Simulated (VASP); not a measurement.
P:

```
CELL_PARAMETERS angstrom
1.65189 -5.34325 0.00000
1.65189 5.34325 0.00000
0.00000 0.00000 4.46504
ATOMIC_POSITIONS crystal
P 0.90089 0.09911 0.08504
P 0.59911 0.40089 0.58504
P 0.09911 0.90089 0.91496
P 0.40089 0.59911 0.41496
```

Base run:

* Program: VASP 6.6.1
* Functional: r2SCAN
* Potentials or basis: VASP PAW PBE potentials, release 64 (P)
* Cutoff: 520 eV
* k mesh: 8 × 8 × 6
* Occupations: fermi-dirac, width 0.02 eV
* Spin: no spin polarisation

Its results: band gap on the k mesh 0.03 eV; pressure 0.1 GPa; largest force 0.154 eV/Å.

Task: The run is repeated on the same cell with these changes: functional from r2SCAN to LDA; potentials or basis from VASP PAW PBE potentials, release 64 (P) to VASP PAW LDA potentials, release 64 (P). What comes out?

Result: Band gap on the k mesh 0.23 eV; pressure -2.6 GPa; largest force 0.075 eV/Å.

Caveats: the PAW data sets were made with another functional, which shifts forces and pressure a little (at least some runs).

A k mesh can miss the band edges.
